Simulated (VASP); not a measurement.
# TaSi2 (P2) in VASP: single point with PBEsol

Aim: the single point of TaSi2 with PBEsol.

All numbers are computed with VASP 6.6.1; they aren't measurements. Logs are shortened: lines on timing, memory, paths and dates and some standing lists are left out, and cuts for length are marked.

## Step 1: The cell of the first run

It takes space group P2 (No. 3, monoclinic). Conventional cell: a = 4.761 Å, b = 6.558 Å, c = 4.761 Å, α = 90.00°, β = 120.00°, γ = 90.00°. Within 2.4 Å of Ta (site symmetry 2) lie 2 Si at 1.80 Å. Ta (site symmetry 2) has 10 Si at 2.60 to 2.81 Å and 4 Ta at 2.63 to 3.23 Å within 3.4 Å. Within 3.4 Å of Ta (site symmetry 2) lie 10 Si at 2.60 to 2.81 Å and 2 Ta at 3.23 Å. Within 3.4 Å of Si (site symmetry 1) lie 9 Si at 2.55 to 3.31 Å and 5 Ta at 2.60 to 3.01 Å. Within 2.4 Å of Si (site symmetry 1) lie 1 Ta at 1.80 Å. Si (site symmetry 1) has 9 Si at 2.55 to 3.31 Å and 4 Ta at 2.60 to 2.81 Å within 3.4 Å.

## Step 2: Single point, PBEsol (atom 1 (Ta) moved by +0.000 Å along [1 0 0] and -1.070 Å along [0 0 1])

Contents of INCAR:

```
PREC = Accurate ; ENCUT = 520
EDIFF = 1E-6 ; ISMEAR = 0
SIGMA = 0.15 ; LREAL = F
LASPH = T ; NELM = 60
ALGO = Normal ; ISIF = 2
LWAVE = F ; LCHARG = F
GGA = PS ; NBANDS = 38
```

Contents of KPOINTS:

```
Automatic mesh
0
Gamma
  9 9 6
```

Contents of POSCAR:

```
TaSi2
1.0
    4.7613605622      0.0000000000      0.0000000000
   -2.3806802811      4.1234592035      0.0000000000
    0.0000000000      0.0000000000      6.5581204410
Ta Si
3 6
Direct
    0.5000000000      0.0000000000     -0.1631565034
    0.5000000000      0.5000000000      0.6666666667
    0.0000000000      0.5000000000      0.3333333333
    0.1592624125      0.3185248251      0.0000000000
    0.8407375875      0.1592624125      0.6666666667
    0.6814751749      0.8407375875      0.3333333333
    0.8407375875      0.6814751749      0.0000000000
    0.1592624125      0.8407375875      0.6666666667
    0.3185248251      0.1592624125      0.3333333333
```

Potentials or basis: VASP PAW PBE potentials, release 64 (Ta_pv, Si).

Started as:

```console
> cat potpaw_PBE.64/Ta_pv/POTCAR potpaw_PBE.64/Si/POTCAR > POTCAR
> mpirun -np 1 vasp_std > vasp.out
```

OUTCAR:

```text
PREC = Accurate
   ENCUT = 520
   EDIFF = 1E-6
   ISMEAR = 0
   LREAL = F
   LASPH = T
   NELM = 60
   ISIF = 2
   GGA = PS

 ion  position               nearest neighbor table
   1  0.500  0.000  0.837-   5 1.80   8 1.80   2 2.63   2 2.63   4 2.92   7 2.92   7 2.92   4 2.92
                             4 3.01   7 3.01
   2  0.500  0.500  0.667-   4 2.60   7 2.60   6 2.60   9 2.60   1 2.63   1 2.63   8 2.72   5 2.72
                             8 2.72   5 2.72   5 2.81   8 2.81   3 3.23   3 3.23
   3  0.000  0.500  0.333-   4 2.60   7 2.60   5 2.60   8 2.60   9 2.72   6 2.72   9 2.72   6 2.72
                             6 2.81   9 2.81   2 3.23   2 3.23
   4  0.159  0.319  0.000-   5 2.55   9 2.55   3 2.60   2 2.60   7 2.63   7 2.81   7 2.81   1 2.92
                             1 2.92   1 3.01
   5  0.841  0.159  0.667-   1 1.80   4 2.55   6 2.55   3 2.60   8 2.63   2 2.72   2 2.72   2 2.81
                             8 2.81   8 2.81
   6  0.681  0.841  0.333-   7 2.55   5 2.55   2 2.60   9 2.63   3 2.72   3 2.72   3 2.81   9 2.81
                             9 2.81
   7  0.841  0.681  0.000-   8 2.55   6 2.55   3 2.60   2 2.60   4 2.63   4 2.81   4 2.81   1 2.92
                             1 2.92   1 3.01
   8  0.159  0.841  0.667-   1 1.80   7 2.55   9 2.55   3 2.60   5 2.63   2 2.72   2 2.72   2 2.81
                             5 2.81   5 2.81
   9  0.319  0.159  0.333-   4 2.55   8 2.55   2 2.60   6 2.63   3 2.72   3 2.72   3 2.81   6 2.81
                             6 2.81

  LATTYP: Found a hexagonal cell.
 ALAT       =     4.7613605622
 C/A-ratio  =     1.3773627003

  Lattice vectors:

 A1 = (   4.7613605622,   0.0000000000,   0.0000000000)
 A2 = (  -2.3806802811,   4.1234592035,   0.0000000000)
 A3 = (   0.0000000000,   0.0000000000,   6.5581204410)

Analysis of symmetry for initial positions (statically):
=====================================================================
 Subroutine PRICEL returns:
 Original cell was already a primitive cell.

 Routine SETGRP: Setting up the symmetry group for a
 hexagonal supercell.

 Subroutine GETGRP returns: Found  2 space group operations
 (whereof  2 operations were pure point group operations)
 out of a pool of 24 trial point group operations.

The static configuration has the point symmetry C_2 .

Analysis of symmetry for dynamics (positions and initial velocities):
=====================================================================
 Subroutine PRICEL returns:
 Original cell was already a primitive cell.

 Routine SETGRP: Setting up the symmetry group for a
 hexagonal supercell.

 Subroutine GETGRP returns: Found  2 space group operations
 (whereof  2 operations were pure point group operations)
 out of a pool of 24 trial point group operations.

The dynamic configuration has the point symmetry C_2 .

 Subroutine INISYM returns: Found  2 space group operations
 (whereof  2 operations are pure point group operations),
 and found     1 'primitive' translations

----------------------------------------------------------------------------------------

                                     Primitive cell

  volume of cell :     128.7574

  direct lattice vectors                    reciprocal lattice vectors
     4.761360562  0.000000000  0.000000000     0.210024002  0.121257414  0.000000000
    -2.380680281  4.123459204  0.000000000     0.000000000  0.242514828  0.000000000
     0.000000000  0.000000000  6.558120441     0.000000000  0.000000000  0.152482713

  length of vectors
     4.761360562  4.761360562  6.558120441     0.242514828  0.242514828  0.152482713

  position of ions in fractional coordinates (direct lattice)
     0.500000000  0.000000000  0.836843497
     0.500000000  0.500000000  0.666666667
     0.000000000  0.500000000  0.333333333
     0.159262412  0.318524825  0.000000000
     0.840737588  0.159262412  0.666666667
     0.681475175  0.840737588  0.333333333
     0.840737588  0.681475175  0.000000000
     0.159262412  0.840737588  0.666666667
     0.318524825  0.159262412  0.333333333

  ion indices of the primitive-cell ions
   primitive index   ion index
                 1           1
                 2           2
                 3           3
                 4           4
                 5           5
                 6           6
                 7           7
                 8           8
                 9           9

----------------------------------------------------------------------------------------

 KPOINTS: Automatic mesh

Automatic generation of k-mesh.
 Grid dimensions read from file:
 generate k-points for:    9    9    6

 Generating k-lattice:

  Cartesian coordinates                     Fractional coordinates (reciprocal lattice)
     0.023336000  0.013473046  0.000000000     0.111111111  0.000000000  0.000000000
     0.000000000  0.026946092  0.000000000     0.000000000  0.111111111  0.000000000
     0.000000000  0.000000000  0.025413786     0.000000000  0.000000000  0.166666667

  Length of vectors
     0.026946092  0.026946092  0.025413786

  Shift w.r.t. Gamma in fractional coordinates (k-lattice)
     0.000000000  0.000000000  0.000000000

 Subroutine IBZKPT returns following result:
 ===========================================

 Found    164 irreducible k-points:

 Following reciprocal coordinates:
            Coordinates               Weight
  0.000000  0.000000  0.000000      1.000000
  0.111111  0.000000  0.000000      2.000000
  0.000000  0.111111  0.000000      2.000000
 -0.111111  0.111111  0.000000      2.000000
  0.222222 -0.000000  0.000000      2.000000
  0.000000  0.222222  0.000000      2.000000
[... 16 lines left out ...]
  0.333333  0.111111  0.000000      2.000000
 -0.111111  0.444444  0.000000      2.000000
 [... further k-points ...]
   k-points           NKPTS =    164   k-points in BZ     NKDIM =    164   number of bands    NBANDS=     38
   number of dos      NEDOS =    301   number of ions     NIONS =      9
   total plane-waves  NPLWV =  64800
   dimension x,y,z NGX =    36 NGY =   36 NGZ =   50
   dimension x,y,z NGXF=    72 NGYF=   72 NGZF=  100
   ions per type =               3   6
   NGX,Y,Z   is equivalent  to a cutoff of  12.57, 12.57, 12.67 a.u.
   NGXF,Y,Z  is equivalent  to a cutoff of  25.14, 25.14, 25.35 a.u.
 SYSTEM =  unknown system
   PREC   = accura    normal or accurate (medium, high low for compatibility)
   ISTART =      0    job   : 0-new  1-cont  2-samecut
   ICHARG =      2    charge: 1-file 2-atom 10-const
   ISPIN  =      1    spin polarized calculation?
   LNONCOLLINEAR =      F non collinear calculations
   LSORBIT =      F    spin-orbit coupling
   LASPH  =      T    aspherical Exc in radial PAW
   ENCUT  =  520.0 eV  38.22 Ry    6.18 a.u.   8.85  8.85 12.19*2*pi/ulx,y,z
   NELM   =     60;   NELMIN=  2; NELMDL= -5     # of ELM steps
   EDIFF  = 0.1E-05   stopping-criterion for ELM
   LREAL  =      F    real-space projection
   EDIFFG = 0.1E-04   stopping-criterion for IOM
   NSW    =      0    number of steps for IOM
   IBRION =     -1    ionic relax: 0-MD 1-quasi-New 2-CG
   NFREE  =      0    steps in history (QN), initial steepest desc. (CG)
   ISIF   =      2    stress and relaxation
   ISYM   =      2    0-nonsym 1-usesym 2-fastsym
   POTIM  = 0.5000    time-step for ionic-motion
   TEBEG  =    0.0;   TEEND  =   0.0 temperature during run
   PSTRESS=    0.0 pullay stress
   NELECT =      57.0000    total number of electrons
   NUPDOWN=      -1.0000    fix difference up-down
   EMIN   =  10.00;   EMAX   =-10.00  energy-range for DOS
   EFERMI =   0.00;   METHOD = LEGACY
   ISMEAR =     0;   SIGMA  =   0.15  broadening in eV -4-tet -1-fermi 0-gaus
   EFERMI_NEDOS =   21; number of points for ismear=-14 and -15
   IALGO  =     38    algorithm
   IMIX   =      4    mixing-type and parameters
     AMIX     =   0.40;   BMIX     =  1.00
     AMIX_MAG =   1.60;   BMIX_MAG =  1.00
  volume/ion in A,a.u.               =      14.31        96.54
  Fermi-wavevector in a.u.,A,eV,Ry     =   1.247697  2.357805 21.180833  1.556747
  Thomas-Fermi vector in A             =   2.381817
   LORBIT       =      0    0 simple, 1 ext, 2 COOP (PROOUT), +10 PAW based schemes
   GGA     = PS    functional components
   LHFCALC =     F    Hartree Fock is set to
   AEXX    =    0.0000 exact exchange contribution
   IVDW    =     0    specifies the selected vdW correction
   LEPSILON=     F    determine dielectric tensor
   LRPA    =     F    only Hartree local field effects (RPA)
 non-spin polarized calculation
 Gauss-broadening in eV      SIGMA  =   0.15
  energy-cutoff  :      520.00
  volume of cell :      128.76
 maximum number of plane-waves:      3501
   NGX = 17   NGY = 17   NGZ = 25

 number of electron      56.9999999 magnetization

 Free energy of the ion-electron system (eV)
  ---------------------------------------------------
  ext. energy  EPLUGINS =         0.00000000
  ---------------------------------------------------
  free energy    TOTEN  =       -60.83815420 eV

  energy without entropy =      -60.78888492  energy(sigma->0) =      -60.81351956

 E-fermi :   9.1053     XC(G=0): -12.0866

 val. band max:        9.1052116896   @ k =  -0.1111   0.3333   0.0000
 cond. band min:       9.1080073133   @ k =  -0.2222   0.4444   0.3333
 fundamental gap:      0.0027956237
 Fermi energy:         9.1053371981

 k-point     1 :       0.0000    0.0000    0.0000
  band No.  band energies     occupation
      1     -25.3642      2.00000
      2     -25.2664      2.00000
      3     -24.9784      2.00000
      4     -24.9603      2.00000
      5     -24.9079      2.00000
      6     -24.8930      2.00000
[... 30 lines left out ...]
     37      13.0294      0.00000
     38      13.6967      0.00000
[... 941 lines left out ...]
     37      12.8399      0.00000
     38      13.1771      0.00000

 [... further k-points ...]

------------------------ aborting loop because EDIFF is reached ----------------------------------------

  FORCE on cell =-STRESS in cart. coord.  units (eV):
  Direction    XX          YY          ZZ          XY          YZ          ZX
  --------------------------------------------------------------------------------------
  -------------------------------------------------------------------------------------
  Total       40.4267452     17.5059203     44.7757528     21.1788341      0.0000000      0.0000000
  in kB      503.0454197    217.8328477    557.1617807    263.5363161      0.0000000      0.0000000
  external PRESSURE =     426.0133493 kB  Pullay stress =       0.0000000 kB

 VOLUME and BASIS-vectors are now :
 -----------------------------------------------------------------------------
  energy-cutoff  :      520.00
  volume of cell :      128.76
      direct lattice vectors                 reciprocal lattice vectors
     4.761360562  0.000000000  0.000000000     0.210024002  0.121257414  0.000000000
    -2.380680281  4.123459204  0.000000000     0.000000000  0.242514828  0.000000000
     0.000000000  0.000000000  6.558120441     0.000000000  0.000000000  0.152482713

 POSITION                                       TOTAL-FORCE (eV/Angst)
 -----------------------------------------------------------------------------------
      2.38068      0.00000      5.48812         0.000000     -0.000000     36.841364
      1.19034      2.06173      4.37208         0.000000     -0.000000     -3.122950
     -1.19034      2.06173      2.18604         0.000000     -0.000000     -1.262443
     -0.00000      1.31342      0.00000        -0.314603     -0.068383     -0.150350
      3.62390      0.65671      4.37208        15.840345      9.226488    -15.151302
      1.24322      3.46675      2.18604        -0.618532     -0.040247     -0.926333
      2.38068      2.81004      0.00000         0.314603      0.068383     -0.150350
     -1.24322      3.46675      4.37208       -15.840345     -9.226488    -15.151302
      1.13746      0.65671      2.18604         0.618532      0.040247     -0.926333
 -----------------------------------------------------------------------------------
    total drift:                               -0.000000     -0.000000      0.001336

  FREE ENERGIE OF THE ION-ELECTRON SYSTEM (eV)
  ---------------------------------------------------
  free  energy   TOTEN  =       -60.8381541997 eV

  energy  without entropy=      -60.7888849224  energy(sigma->0) =      -60.81351956
```

Run time: 5.4 min. Hardware: 1 thread of Intel Xeon 6975P-C (Granite Rapids), shared host; peak memory 0.68 GiB.

Results:

* Free energy: -60.8382 eV
* Pressure: 42.6 GPa
* Largest force: 36.841 eV/Å
* Band gap on the k mesh: zero (an odd number of electrons rules out a gap without spin polarisation)

Forces on the atoms (eV/Å):
```
Ta    0.000   0.000  36.841
Ta    0.000   0.000  -3.123
Ta    0.000   0.000  -1.262
Si   -0.315  -0.068  -0.150
Si   15.840   9.226 -15.151
Si   -0.619  -0.040  -0.926
Si    0.315   0.068  -0.150
Si  -15.840  -9.226 -15.151
Si    0.619   0.040  -0.926
```

Caveat: the cell differs from its parent crystal (atom 1 (Ta) moved by +0.000 Å along [1 0 0] and -1.070 Å along [0 0 1]); atoms lie so close that the PAW spheres overlap strongly, which falsifies energies and pressures; the cell stands under pressure; the PAW data sets were made with another functional, which shifts forces and pressure a little; spin-orbit coupling is left out, which moves the levels of the heavy elements.
